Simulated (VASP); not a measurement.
Mo3S, 4 atoms in the cell. The cell holds a slab with vacuum, 4 atoms: a = 2.737 Å, b = 2.737 Å, c = 19.808 Å, α = 90.00°, β = 90.00°, γ = 109.47°. 

```yaml
Program: VASP 6.6.1
Task: single point
Functional: PBE
Potentials_or_basis: VASP PAW PBE potentials, release 64 (Mo_sv, S)
Cutoff: 520 eV
k_mesh: 10 × 10 × 1
Occupations: gaussian, width 0.1 eV
Spin: no spin polarisation
Dipole_correction: yes
Further_INCAR_settings: ALGO = Normal; EDIFF = 1e-06; NBANDS = 32
```

Potentials or basis: VASP PAW PBE potentials, release 64 (Mo_sv, S).

Command:

```sh
$ cat potpaw_PBE.64/Mo_sv/POTCAR potpaw_PBE.64/S/POTCAR > POTCAR
$ mpirun -np 1 vasp_std > vasp.out
```

Hardware: 1 thread of Intel(R) Xeon(R) Platinum 8488C (Sapphire Rapids) (shared host).

Problem. Estimate the wall time of this run.

Solution. Wall time 3.8 min on 1 thread of Intel(R) Xeon(R) Platinum 8488C (Sapphire Rapids), with other jobs on the host, peak memory 0.35 GiB. Counts: scf iterations 28, k points 52.
